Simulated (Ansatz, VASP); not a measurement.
# One calculation of Sc, two programs

POSCAR

```
Sc
1.0
    3.0759498244      0.0000000000      0.0000000000
    0.0000000000      3.0759498244      0.0000000000
    0.0000000000      0.0000000000      3.0759498244
Sc
1
Direct
    0.0000000000      0.0000000000      0.0000000000
```

Contents of INCAR.step1:

```
SYSTEM = Sc
PREC = Accurate
ENCUT = 520
ISMEAR = -1
SIGMA = 0.1
LREAL = .False.
LASPH = .True.
NELM = 100
NBANDS = 12
GGA = PE
ALGO = Normal
EDIFF = 1E-4
LWAVE = .True.
LCHARG = .False.
```

Contents of INCAR.step2:

```
SYSTEM = Sc
PREC = Accurate
ENCUT = 520
EDIFF = 1E-7
ISMEAR = -1
SIGMA = 0.1
LREAL = .False.
LASPH = .True.
NELM = 100
ALGO = Normal
ISIF = 2
LWAVE = .False.
LCHARG = .False.
METAGGA = R2SCAN
LMIXTAU = .True.
NBANDS = 12
ISTART = 1
```

File KPOINTS:

```
Automatic mesh
0
Gamma
  12 12 12
  0 0 0
```

Input for Ansatz:

```yaml
crystal:
  lattice:
    - [3.0759498244, 0.0, 0.0]
    - [0.0, 3.0759498244, 0.0]
    - [0.0, 0.0, 3.0759498244]
  atoms:
    - { symbol: Sc, position: [0.0, 0.0, 0.0] }
hamiltonian:
  xc: r2scan
  pseudopotentials:
    kind: paw
    azcp:
      Sc: "pseudopotentials/Sc.paw.azcp"
basis:
  ecutwfc: 500
  fft_grid_basis: typed
kpoints:
  mp_grid: { grid: [12, 12, 12], shift: [0, 0, 0] }
magnetization:
  spin_polarized: false
scf:
  occupations: { method: fermi_dirac, width: 0.1 }
  lower_state_search: "off"
output:
  stress: true
```

Alike in both runs: task single point; functional r2SCAN; k mesh 12 × 12 × 12; occupations fermi-dirac, width 0.1 eV; no spin polarisation.

|  | VASP | Ansatz |
| --- | --- | --- |
| version | VASP 6.6.1 | Ansatz 0.2.0 |
| potentials or method | VASP PAW PBE potentials, release 64 (Sc_sv), cutoff 520 eV | plane waves (500 eV) with PAW, scalar-relativistic |
| valence electrons in the cell | 11 | 11 |

Ansatz gave:

- pressure (GPa): -3.5

Problem. Estimate VASP's values.

Solution. Pressure (GPa): -3.4.

VASP's potentials were made for PBE, not for r2SCAN.
